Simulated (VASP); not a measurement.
A run of VASP 6.6.1 is set up as follows.

INCAR

```
SYSTEM = BeAl
ALGO = Fast
EDIFF = 1E-6
ENCUT = 520
GGA = PE
ISIF = 2
ISMEAR = 0
LASPH = .True.
LCHARG = .False.
LREAL = .False.
LWAVE = .False.
NBANDS = 10
NELM = 60
PREC = Accurate
SIGMA = 0.1
```

The input KPOINTS:

```
k-points
0
Gamma
  6 6 6
  0 0 0
```

The input POSCAR:

```
BeAl
1.0
    2.7003847700      0.0000000000      0.0000000000
    0.0000000000      2.7003847700      0.0000000000
    0.0000000000      0.0000000000      3.4850819000
Be Al
1 1
Direct
    0.5000000000      0.5000000000      0.0000000000
    0.0000000000      0.0000000000      0.5000000000
```

Potentials or basis: VASP PAW PBE potentials, release 64 (Be, Al).

Run with:

```bash
$ cat potpaw_PBE.64/Be/POTCAR potpaw_PBE.64/Al/POTCAR > POTCAR
$ mpirun -np 1 vasp_std > vasp.out
```

Predict the pressure.

-0.9 GPa.

Estimate the band gap on the k mesh.

zero (an odd number of electrons rules out a gap without spin polarisation).

Stress tensor (GPa, compression positive):
```
-3.17  0.00  0.00
 0.00 -3.17  0.00
 0.00  0.00  3.50
```

Caveat: the k points lie up to 0.39 Å⁻¹ apart, too coarse for converged energies and pressures of a metal.
